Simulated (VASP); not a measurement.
A run of VASP 6.6.1 is set up as follows.

Contents of POSCAR:

```
BeBi2O2
1.0
    3.5510991006      0.0000002843      0.0000000703
   -1.7755497965      3.0753418904     -0.0000000960
   -1.7755498088      1.0251140451      8.9123464562
Bi O Be
2 2 1
Direct
    0.0836518207      0.9163481793      0.2509554620
    0.9163481793      0.0836518207      0.7490445380
    0.7139552138      0.2860447862      0.1418656414
    0.2860447862      0.7139552138      0.8581343586
    0.5000000000      0.5000000000      0.5000000000
```

Contents of INCAR.step1:

```
ALGO = Normal
EDIFF = 1E-4
ENCUT = 520
GGA = PE
ISMEAR = -1
LASPH = T
LCHARG = F
LREAL = F
LWAVE = T
NBANDS = 30
NELM = 100
PREC = Accurate
SIGMA = 0.0167
```

File INCAR.step2:

```
ALGO = Normal
EDIFF = 1E-7
ENCUT = 520
ISIF = 2
ISMEAR = -1
ISTART = 1
LASPH = T
LCHARG = T
LELF = T
LMIXTAU = T
LREAL = F
LVHAR = T
LWAVE = F
METAGGA = R2SCAN
NBANDS = 30
NELM = 100
PREC = Accurate
SIGMA = 0.0167
```

The input KPOINTS:

```
k-points
0
Gamma
  6 6 6
```

Potentials or basis: VASP PAW PBE potentials, release 64 (Bi_d, O, Be).

Launch:

```sh
$ cat potpaw_PBE.64/Bi_d/POTCAR potpaw_PBE.64/O/POTCAR potpaw_PBE.64/Be/POTCAR > POTCAR
$ cp INCAR.step1 INCAR
$ mpirun -np 1 vasp_std > vasp.out
$ cp INCAR.step2 INCAR
$ mpirun -np 1 vasp_std > vasp.out
```

What does it give for the largest force?

0.069 eV/Å.

Predict the band gap on the k mesh.

zero (bands 22 and 23 overlap by 0.46 eV).

Stress tensor (GPa, compression positive):
```
0.46 0.00 0.00
0.00 0.46 0.00
0.00 0.00 0.09
```

Caveat: the PAW data sets were made with another functional, which shifts forces and pressure a little; spin-orbit coupling is left out, which moves the levels of the heavy elements.
